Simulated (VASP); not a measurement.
Set up this calculation in VASP 6.6.1, as the native input.

| Item | Value |
| --- | --- |
| Task | single point |
| Functional | PBE |
| Potentials or basis | VASP PAW PBE potentials, release 64 (Mg, I) |
| Cutoff | 520 eV |
| k mesh | 6 × 6 × 4 |
| Occupations | gaussian, width 0.05 eV |
| Spin | no spin polarisation |
| Dipole correction | no |
| Further INCAR settings | ALGO = Normal; EDIFF = 1e-06; NBANDS = 15 |

The structure of MgI2 lies in POSCAR:

```
MgI2
1.0
    4.1846439568      0.0000000000      0.0000000000
   -2.0923219784      3.6240079724      0.0000000000
    0.0000000000      0.0000000000      7.7698369697
Mg I
1 2
Direct
    0.0000000000      0.0000000000      0.0000000000
    0.3333333333      0.6666666667      0.7973879295
    0.6666666667      0.3333333333      0.2026120705
```

These files were run (other wordings do the same):

INCAR

```
PREC     = Accurate       # precision mode
ENCUT    = 520            # plane-wave cutoff, eV
EDIFF    = 1E-6           # SCF threshold, eV
ISMEAR   = 0              # smearing method
SIGMA    = 0.05           # smearing width, eV
LREAL    = F              # projectors in reciprocal space
LASPH    = T              # aspherical terms in the spheres
NELM     = 80             # most SCF steps
ALGO     = Normal         # electronic algorithm
ISIF     = 2              # what is computed and relaxed
LWAVE    = F              # write WAVECAR
LCHARG   = F              # write CHGCAR
GGA      = PE             # functional
NBANDS   = 15             # bands
```

KPOINTS

```
regular mesh
0
Gamma
  6 6 4
```

Potentials or basis: VASP PAW PBE potentials, release 64 (Mg, I).

The run is started by

```console
$ cat potpaw_PBE.64/Mg/POTCAR potpaw_PBE.64/I/POTCAR > POTCAR
$ mpirun -np 1 vasp_std > vasp.out
```

It gave:

The pressure is 1.7 GPa, the largest force is 0.549 eV/Å and the band gap on the k mesh is 3.78 eV, indirect (least direct gap 3.99 eV).

Caveat: spin-orbit coupling is left out, which moves the levels of the heavy elements; this functional lacks dispersion, which binds the layers, so the pressure and a relaxed spacing across them are unreliable.

Run time: 20 s on 1 thread of AMD EPYC 9R45 96-Core Processor (Zen 5), on a shared host, peak memory 0.22 GiB.
